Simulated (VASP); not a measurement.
# Re2SbRh2 (I4/mmm) in VASP: further runs

Re2SbRh2 is run at these levels: PBE; tasks: single point.

All numbers are computed with VASP 6.6.1; they aren't measurements. Logs are shortened: lines on timing, memory, paths and dates and some standing lists are left out, and cuts for length are marked.

## 1. The cell of the first run

The structure is tetragonal, space group I4/mmm (No. 139). Conventional cell: a = 3.946 Å, b = 3.946 Å, c = 10.353 Å, α = 90.00°, β = 90.00°, γ = 90.00°. Re (site symmetry -4m2) has 4 Rh at 2.35 Å and 4 Re at 2.79 Å within 3.1 Å. Sb (site symmetry 4/mmm) has 10 Rh at 3.08 to 3.87 Å and 8 Re at 3.25 Å and 4 Sb at 3.95 Å within 4.1 Å. Rh (site symmetry 4mm) has 4 Re at 2.35 Å and 1 Rh at 2.61 Å and 4 Sb at 3.08 Å within 3.1 Å.

## 2. Single point, PBE

File INCAR:

```
SYSTEM = Re2SbRh2
PREC = Accurate
ENCUT = 620
EDIFF = 1E-6
ISMEAR = 0
SIGMA = 0.1
LREAL = .FALSE.
LASPH = .TRUE.
NELM = 120
ALGO = Normal
ISIF = 2
LWAVE = .FALSE.
LCHARG = .TRUE.
GGA = PE
LELF = .TRUE.
LVHAR = .TRUE.
NBANDS = 48
GGA_COMPAT = .FALSE.
```

File KPOINTS:

```
Automatic mesh
0
G
  6 6 6
  0 0 0
```

File POSCAR:

```
Re2SbRh2
1.0
   -1.9728453670      1.9728453670      5.1762774481
    1.9728453670     -1.9728453670      5.1762774481
    1.9728453670      1.9728453670     -5.1762774481
Re Sb Rh
2 1 2
Direct
    0.2500000000      0.7500000000      0.5000000000
    0.7500000000      0.2500000000      0.5000000000
    0.0000000000      0.0000000000      0.0000000000
    0.6260000000      0.6260000000      0.0000000000
    0.3740000000      0.3740000000      0.0000000000
```

Potentials or basis: VASP PAW PBE potentials, release 64 (Re_sv_GW, Sb_d_GW, Rh_sv_GW).

Launch:

```bash
cat potpaw_PBE.64/Re_sv_GW/POTCAR potpaw_PBE.64/Sb_d_GW/POTCAR potpaw_PBE.64/Rh_sv_GW/POTCAR > POTCAR
mpirun -np 1 vasp_std > vasp.out
```

OUTCAR:

```text
SYSTEM = Re2SbRh2
   PREC = Accurate
   ENCUT = 620
   EDIFF = 1E-6
   ISMEAR = 0
   LREAL = .FALSE.
   LASPH = .TRUE.
   NELM = 120
   ISIF = 2
   GGA = PE

 ion  position               nearest neighbor table
   1  0.250  0.750  0.500-   4 2.35   5 2.35   5 2.35   4 2.35   2 2.79   2 2.79   2 2.79   2 2.79
                             3 3.25   3 3.25   3 3.25   3 3.25
   2  0.750  0.250  0.500-   4 2.35   5 2.35   5 2.35   4 2.35   1 2.79   1 2.79   1 2.79   1 2.79
                             3 3.25   3 3.25   3 3.25   3 3.25
   3  0.000  0.000  0.000-   2 3.25   1 3.25   1 3.25   2 3.25   1 3.25   2 3.25   2 3.25   1 3.25

   4  0.626  0.626  0.000-   1 2.35   2 2.35   1 2.35   2 2.35   5 2.61
   5  0.374  0.374  0.000-   1 2.35   2 2.35   1 2.35   2 2.35   4 2.61

  LATTYP: Found a body centered tetragonal cell.
 ALAT       =     3.9456907340
 C/A-ratio  =     2.6237623763

  Lattice vectors:

 A1 = (  -1.9728453670,   1.9728453670,   5.1762774481)
 A2 = (   1.9728453670,  -1.9728453670,   5.1762774481)
 A3 = (   1.9728453670,   1.9728453670,  -5.1762774481)

Analysis of symmetry for initial positions (statically):
=====================================================================
 Subroutine PRICEL returns:
 Original cell was already a primitive cell.

 Routine SETGRP: Setting up the symmetry group for a
 body centered tetragonal supercell.

 Subroutine GETGRP returns: Found 16 space group operations
 (whereof 16 operations were pure point group operations)
 out of a pool of 16 trial point group operations.

The static configuration has the point symmetry D_4h.

Analysis of symmetry for dynamics (positions and initial velocities):
=====================================================================
 Subroutine PRICEL returns:
 Original cell was already a primitive cell.

 Routine SETGRP: Setting up the symmetry group for a
 body centered tetragonal supercell.

 Subroutine GETGRP returns: Found 16 space group operations
 (whereof 16 operations were pure point group operations)
 out of a pool of 16 trial point group operations.

The dynamic configuration has the point symmetry D_4h.

 Subroutine INISYM returns: Found 16 space group operations
 (whereof 16 operations are pure point group operations),
 and found     1 'primitive' translations

----------------------------------------------------------------------------------------

                                     Primitive cell

  volume of cell :      80.5867

  direct lattice vectors                    reciprocal lattice vectors
    -1.972845367  1.972845367  5.176277448     0.000000000  0.253441049  0.096594513
     1.972845367 -1.972845367  5.176277448     0.253441049  0.000000000  0.096594513
     1.972845367  1.972845367 -5.176277448     0.253441049  0.253441049  0.000000000

  length of vectors
     5.880313419  5.880313419  5.880313419     0.271224751  0.271224751  0.358419769

  position of ions in fractional coordinates (direct lattice)
     0.250000000  0.750000000  0.500000000
     0.750000000  0.250000000  0.500000000
     0.000000000  0.000000000  0.000000000
     0.626000000  0.626000000  0.000000000
     0.374000000  0.374000000  0.000000000

  ion indices of the primitive-cell ions
   primitive index   ion index
                 1           1
                 2           2
                 3           3
                 4           4
                 5           5

----------------------------------------------------------------------------------------

 KPOINTS: Automatic mesh

Automatic generation of k-mesh.
 Grid dimensions read from file:
 generate k-points for:    6    6    6

 Generating k-lattice:

  Cartesian coordinates                     Fractional coordinates (reciprocal lattice)
     0.000000000  0.042240175  0.016099086     0.166666667 -0.000000000  0.000000000
     0.042240175  0.000000000  0.016099086    -0.000000000  0.166666667  0.000000000
     0.042240175  0.042240175  0.000000000     0.000000000  0.000000000  0.166666667

  Length of vectors
     0.045204125  0.045204125  0.059736628

  Shift w.r.t. Gamma in fractional coordinates (k-lattice)
     0.000000000  0.000000000  0.000000000

 Subroutine IBZKPT returns following result:
 ===========================================

 Found     30 irreducible k-points:

 Following reciprocal coordinates:
            Coordinates               Weight
  0.000000  0.000000  0.000000      1.000000
  0.166667 -0.000000  0.000000      8.000000
  0.333333 -0.000000  0.000000      8.000000
  0.500000  0.000000  0.000000      4.000000
  0.166667  0.166667  0.000000      8.000000
  0.333333  0.166667  0.000000     16.000000
[... 16 lines left out ...]
 -0.333333 -0.333333  0.166667      8.000000
 -0.166667 -0.333333  0.166667      8.000000
 [... further k-points ...]
   k-points           NKPTS =     30   k-points in BZ     NKDIM =     30   number of bands    NBANDS=     48
   number of dos      NEDOS =    301   number of ions     NIONS =      5
   total plane-waves  NPLWV = 110592
   dimension x,y,z NGX =    48 NGY =   48 NGZ =   48
   dimension x,y,z NGXF=    96 NGYF=   96 NGZF=   96
   ions per type =               2   1   2
   NGX,Y,Z   is equivalent  to a cutoff of  13.57, 13.57, 13.57 a.u.
   NGXF,Y,Z  is equivalent  to a cutoff of  27.14, 27.14, 27.14 a.u.
 SYSTEM =  Re2SbRh2
   PREC   = accura    normal or accurate (medium, high low for compatibility)
   ISTART =      0    job   : 0-new  1-cont  2-samecut
   ICHARG =      2    charge: 1-file 2-atom 10-const
   ISPIN  =      1    spin polarized calculation?
   LNONCOLLINEAR =      F non collinear calculations
   LSORBIT =      F    spin-orbit coupling
   LASPH  =      T    aspherical Exc in radial PAW
   ENCUT  =  620.0 eV  45.57 Ry    6.75 a.u.  11.94 11.94 11.94*2*pi/ulx,y,z
   NELM   =    120;   NELMIN=  2; NELMDL= -5     # of ELM steps
   EDIFF  = 0.1E-05   stopping-criterion for ELM
   LREAL  =      F    real-space projection
   EDIFFG = 0.1E-04   stopping-criterion for IOM
   NSW    =      0    number of steps for IOM
   IBRION =     -1    ionic relax: 0-MD 1-quasi-New 2-CG
   NFREE  =      0    steps in history (QN), initial steepest desc. (CG)
   ISIF   =      2    stress and relaxation
   ISYM   =      2    0-nonsym 1-usesym 2-fastsym
   POTIM  = 0.5000    time-step for ionic-motion
   TEBEG  =    0.0;   TEEND  =   0.0 temperature during run
   PSTRESS=    0.0 pullay stress
   NELECT =      79.0000    total number of electrons
   NUPDOWN=      -1.0000    fix difference up-down
   EMIN   =  10.00;   EMAX   =-10.00  energy-range for DOS
   EFERMI =   0.00;   METHOD = LEGACY
   ISMEAR =     0;   SIGMA  =   0.10  broadening in eV -4-tet -1-fermi 0-gaus
   EFERMI_NEDOS =   21; number of points for ismear=-14 and -15
   IALGO  =     38    algorithm
   IMIX   =      4    mixing-type and parameters
     AMIX     =   0.40;   BMIX     =  1.00
     AMIX_MAG =   1.60;   BMIX_MAG =  1.00
  volume/ion in A,a.u.               =      16.12       108.77
  Fermi-wavevector in a.u.,A,eV,Ry     =   1.626282  3.073228 35.984617  2.644795
  Thomas-Fermi vector in A             =   2.719267
   LORBIT       =      0    0 simple, 1 ext, 2 COOP (PROOUT), +10 PAW based schemes
   GGA     = PE    functional components
   LHFCALC =     F    Hartree Fock is set to
   AEXX    =    0.0000 exact exchange contribution
   IVDW    =     0    specifies the selected vdW correction
   LEPSILON=     F    determine dielectric tensor
   LRPA    =     F    only Hartree local field effects (RPA)
 non-spin polarized calculation
 Gauss-broadening in eV      SIGMA  =   0.10
  energy-cutoff  :      620.00
  volume of cell :       80.59
 maximum number of plane-waves:      2850
   NGX = 23   NGY = 23   NGZ = 23

 number of electron      78.9999998 magnetization

 Free energy of the ion-electron system (eV)
  ---------------------------------------------------
  ext. energy  EPLUGINS =         0.00000000
  ---------------------------------------------------
  free energy    TOTEN  =       -40.03420164 eV

  energy without entropy =      -40.00335563  energy(sigma->0) =      -40.01877864

 E-fermi :  11.3180     XC(G=0): -13.2019

 val. band max:       11.3068350535   @ k =  -0.3333   0.5000   0.3333
 cond. band min:      11.3288124934   @ k =  -0.3333  -0.3333   0.3333
 fundamental gap:      0.0219774399
 Fermi energy:        11.3180454826

 k-point     1 :       0.0000    0.0000    0.0000
  band No.  band energies     occupation
      1     -69.1983      2.00000
      2     -69.0831      2.00000
      3     -68.1813      2.00000
      4     -68.1581      2.00000
      5     -36.3328      2.00000
      6     -36.2301      2.00000
[... 40 lines left out ...]
     47      15.0744      0.00000
     48      15.5944      0.00000

 k-point     2 :       0.1667   -0.0000    0.0000
  band No.  band energies     occupation
      1     -69.1882      2.00000
      2     -69.0882      2.00000
      3     -68.1850      2.00000
      4     -68.1605      2.00000
      5     -36.3464      2.00000
      6     -36.2295      2.00000
[... 40 lines left out ...]
     47      14.9251      0.00000
     48      15.7390      0.00000

 k-point     3 :       0.3333   -0.0000    0.0000
  band No.  band energies     occupation
      1     -69.1620      2.00000
      2     -69.1038      2.00000
      3     -68.1918      2.00000
      4     -68.1655      2.00000
      5     -36.3685      2.00000
      6     -36.2283      2.00000
[... 40 lines left out ...]
     47      14.5085      0.00000
     48      16.5075      0.00000

 k-point     4 :       0.5000    0.0000    0.0000
  band No.  band energies     occupation
      1     -69.1303      2.00000
      2     -69.1300      2.00000
      3     -68.1951      2.00000
      4     -68.1682      2.00000
      5     -36.3778      2.00000
      6     -36.2277      2.00000
[... 958 lines left out ...]
     47      15.6593      0.00000
     48      16.5581      0.00000

 k-point    23 :      -0.3333   -0.3333    0.1667
  band No.  band energies     occupation
      1     -69.1784      2.00000
      2     -69.0920      2.00000
      3     -68.2044      2.00000
      4     -68.1478      2.00000
      5     -36.3721      2.00000
      6     -36.2441      2.00000
[... 40 lines left out ...]
     47      16.4479      0.00000
     48      16.8714      0.00000

 k-point    24 :      -0.1667   -0.3333    0.1667
  band No.  band energies     occupation
      1     -69.1878      2.00000
      2     -69.0882      2.00000
      3     -68.1985      2.00000
      4     -68.1473      2.00000
      5     -36.3577      2.00000
      6     -36.2423      2.00000
[... 40 lines left out ...]
     47      15.7422      0.00000
     48      16.4497      0.00000

 [... further k-points ...]

------------------------ aborting loop because EDIFF is reached ----------------------------------------

  FORCE on cell =-STRESS in cart. coord.  units (eV):
  Direction    XX          YY          ZZ          XY          YZ          ZX
  --------------------------------------------------------------------------------------
  -------------------------------------------------------------------------------------
  Total       21.7312976     21.7312976     20.2587082      0.0000000      0.0000000      0.0000000
  in kB      432.0486086    432.0486086    402.7714709      0.0000000      0.0000000      0.0000000
  external PRESSURE =     422.2895627 kB  Pullay stress =       0.0000000 kB

 VOLUME and BASIS-vectors are now :
 -----------------------------------------------------------------------------
  energy-cutoff  :      620.00
  volume of cell :       80.59
      direct lattice vectors                 reciprocal lattice vectors
    -1.972845367  1.972845367  5.176277448     0.000000000  0.253441049  0.096594513
     1.972845367 -1.972845367  5.176277448     0.253441049  0.000000000  0.096594513
     1.972845367  1.972845367 -5.176277448     0.253441049  0.253441049  0.000000000

 POSITION                                       TOTAL-FORCE (eV/Angst)
 -----------------------------------------------------------------------------------
      1.97285     -0.00000      2.58814         0.000000      0.000000      0.000000
     -0.00000      1.97285      2.58814         0.000000      0.000000      0.000000
      0.00000      0.00000      0.00000         0.000000      0.000000      0.000000
      0.00000      0.00000      6.48070        -0.000000     -0.000000     -6.410030
      0.00000      0.00000      3.87186         0.000000      0.000000      6.410030
 -----------------------------------------------------------------------------------
    total drift:                                0.000000     -0.000000      0.000000

  FREE ENERGIE OF THE ION-ELECTRON SYSTEM (eV)
  ---------------------------------------------------
  free  energy   TOTEN  =       -40.0342016430 eV

  energy  without entropy=      -40.0033556319  energy(sigma->0) =      -40.01877864
```

It took 4.8 min on 1 thread of Intel Xeon 6975P-C (Granite Rapids), shared host; peak memory 0.45 GiB.

What came out:

```yaml
Free_energy: -40.0342 eV
Pressure: 42.2 GPa
Largest_force: 6.410 eV/Å
Band_gap_on_the_k_mesh: zero (an odd number of electrons rules out a gap without spin polarisation)
```

Forces in eV/Å, atoms in the order of the input:
```
Re   0.000  0.000  0.000
Re   0.000  0.000  0.000
Sb   0.000  0.000  0.000
Rh   0.000  0.000 -6.410
Rh   0.000  0.000  6.410
```

Stress tensor (GPa, compression positive):
```
43.20  0.00  0.00
 0.00 43.20  0.00
 0.00  0.00 40.28
```

Levels at points of the mesh, in eV from the Fermi level:
| k point | band 35 | band 36 | band 37 | band 38 | band 39 | band 40 | band 41 | band 42 | band 43 | band 44 |
| --- | --- | --- | --- | --- | --- | --- | --- | --- | --- | --- |
| (0.00, 0.00, 0.00) | -3.35 | -3.29 | -0.62 | -0.53 | 0.03 | 0.46 | 0.46 | 1.43 | 1.57 | 3.11 |
| (0.50, 0.00, 0.00) | -3.56 | -2.01 | -0.89 | -0.31 | 0.26 | 0.31 | 0.54 | 0.57 | 0.59 | 1.27 |
| (0.50, 0.50, 0.00) | -2.52 | -2.41 | -1.66 | -1.10 | -0.33 | -0.05 | 1.17 | 1.26 | 1.75 | 2.39 |
| (0.50, 0.50, 0.50) | -0.85 | -0.85 | -0.71 | -0.71 | -0.37 | 0.33 | 0.33 | 0.64 | 1.35 | 2.00 |

Caveat: the cell stands under pressure; spin-orbit coupling is left out, which moves the levels of the heavy elements; forces of over 1 eV/Å act on the atoms, so gaps and moduli don't describe the material at rest.

(Part 1 of 2 ends here.)

The gap in the log of VASP goes by the Fermi energy; the results here count the filled bands.